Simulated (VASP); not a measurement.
Here is a VASP 6.6.1 calculation.

The input INCAR:

```
PREC = Accurate
ENCUT = 600
EDIFF = 1E-7
ISMEAR = 0
SIGMA = 0.1
LREAL = False
LASPH = True
NELM = 60
ALGO = Normal
ISIF = 3
LWAVE = False
LCHARG = False
GGA = PS
IBRION = 2
NSW = 70
EDIFFG = -0.008
PSTRESS = -30.0
```

The input KPOINTS:

```
Automatic mesh
0
Gamma
  16 16 16
```

File POSCAR:

```
HfN
1.0
    0.0000000000      2.2719572208      2.2719572208
    2.2719572208      0.0000000000      2.2719572208
    2.2719572208      2.2719572208      0.0000000000
Hf N
1 1
Direct
    0.0000000000      0.0000000000      0.0000000000
    0.5000000000      0.5000000000      0.5000000000
```

Potentials or basis: VASP PAW PBE potentials, release 64 (Hf_pv, N).

Run with:

```console
$ cat potpaw_PBE.64/Hf_pv/POTCAR potpaw_PBE.64/N/POTCAR > POTCAR
$ mpirun -np 1 vasp_std > vasp.out
```

Q: What does it give for the relaxed cell?

A: a = 3.186 Å, b = 3.186 Å, c = 3.186 Å, α = 60.00°, β = 60.00°, γ = 60.00°.

Q: Estimate the space group after relaxing (to 0.1 Å).

A: Fm-3m (No. 225).

Q: What does it give for the relaxed volume?

A: 11.43 Å³/atom.

Final structure:
```cif
data_structure
_symmetry_space_group_name_H-M 'P 1'
_symmetry_Int_Tables_number 1
_cell_length_a 3.1861
_cell_length_b 3.1861
_cell_length_c 3.1861
_cell_angle_alpha 60.000
_cell_angle_beta 60.000
_cell_angle_gamma 60.000
_cell_volume 22.87
loop_
_atom_site_label
_atom_site_type_symbol
_atom_site_fract_x
_atom_site_fract_y
_atom_site_fract_z
_atom_site_occupancy
Hf1 Hf 0.00000 0.00000 0.00000 1
N1 N 0.50000 0.50000 0.50000 1
```

Caveat: the cell is relaxed towards a set pressure, so the run minimises the enthalpy, not the energy; the PAW data sets were made with another functional, which shifts forces and pressure a little.
